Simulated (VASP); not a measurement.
A run of VASP 6.6.1:

INCAR

```
ALGO = Normal
EDIFF = 1E-6
ENCUT = 520
GGA = PE
ISIF = 2
ISMEAR = -1
LASPH = True
LCHARG = False
LREAL = False
LWAVE = False
NBANDS = 35
NELM = 60
PREC = Accurate
SIGMA = 0.03
```

File KPOINTS:

```
k-points
0
Gamma
  10 10 3
```

File POSCAR:

```
MoS2
1.0
    3.1610016016      0.0000000000      0.0000000000
   -1.5805008008      2.7375076884      0.0000000000
    0.0000000000      0.0000000000     12.0491000000
Mo S
2 4
Direct
    0.3333333333      0.6666666667      0.2500000000
    0.6666666667      0.3333333333      0.7500000000
    0.3333333333      0.6666666667      0.6275000000
    0.6666666667      0.3333333333      0.1275000000
    0.3333333333      0.6666666667      0.8725000000
    0.6666666667      0.3333333333      0.3725000000
```

Potentials or basis: VASP PAW PBE potentials, release 64 (Mo_sv, S).

Run with:

```bash
$ cat potpaw_PBE.64/Mo_sv/POTCAR potpaw_PBE.64/S/POTCAR > POTCAR
$ mpirun -np 1 vasp_std > vasp.out
```

Hardware: 1 thread of Intel Xeon 8259CL, with other jobs on the host.

Question: How long does it take, and how much memory?

Answer: Wall time 91 s on 1 thread of Intel Xeon 8259CL, with other jobs on the host, peak memory 0.26 GiB. Counts: scf iterations 16, k points 28.
